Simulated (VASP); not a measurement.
Write the native input for VASP 6.6.1 that does the following.

| Item | Value |
| --- | --- |
| Task | single point |
| Functional | PBE |
| Potentials or basis | VASP PAW PBE potentials, release 64 (W_sv, F) |
| Cutoff | 520 eV |
| k mesh | 10 × 10 × 10 |
| Occupations | gaussian, width 0.02 eV |
| Spin | no spin polarisation |
| Hubbard terms | W d U = 6.2 eV |
| Dipole correction | no |
| Further INCAR settings | ALGO = Normal; EDIFF = 1e-07; NBANDS = 21 |

The structure of WF2 lies in POSCAR:

```
WF2
1.0
    0.0000000000      2.8317020058      2.8317020058
    2.8317020058      0.0000000000      2.8317020058
    2.8317020058      2.8317020058      0.0000000000
W F
1 2
Direct
    0.0000000000      0.0000000000      0.0000000000
    0.2500000000      0.2500000000      0.2500000000
    0.7500000000      0.7500000000      0.7500000000
```

These files were run (other wordings do the same):

INCAR

```
  PREC = Accurate
  ENCUT = 520
  EDIFF = 1E-7
  ISMEAR = 0
  SIGMA = 0.02
  LREAL = False
  LASPH = True
  NELM = 150
  ALGO = Normal
  ISIF = 2
  LWAVE = False
  LCHARG = True
  LMAXMIX = 4
  LDAU = True
  LDAUTYPE = 2
  LDAUL = 2 -1
  LDAUU = 6.2 0
  LDAUJ = 0 0
  LDAUPRINT = 1
  GGA = PE
  LELF = True
  LVHAR = True
  NBANDS = 21
```

KPOINTS

```
regular mesh
0
Gamma
  10 10 10
```

Potentials or basis: VASP PAW PBE potentials, release 64 (W_sv, F).

Run with:

```bash
$ cat potpaw_PBE.64/W_sv/POTCAR potpaw_PBE.64/F/POTCAR > POTCAR
$ mpirun -np 1 vasp_std > vasp.out
```

It gave:

```
Pressure               : -13.3 GPa
Band gap on the k mesh : zero (band 14 reaches 3.92 eV, above the bottom of band 15 at 3.77 eV)
```

Caveat: spin-orbit coupling is left out, which moves the levels of the heavy elements; U without spin polarisation on a metal has little footing.

It took 59 s on 1 thread of Intel(R) Xeon(R) Platinum 8488C (Sapphire Rapids) (shared host), peak memory 0.19 GiB.
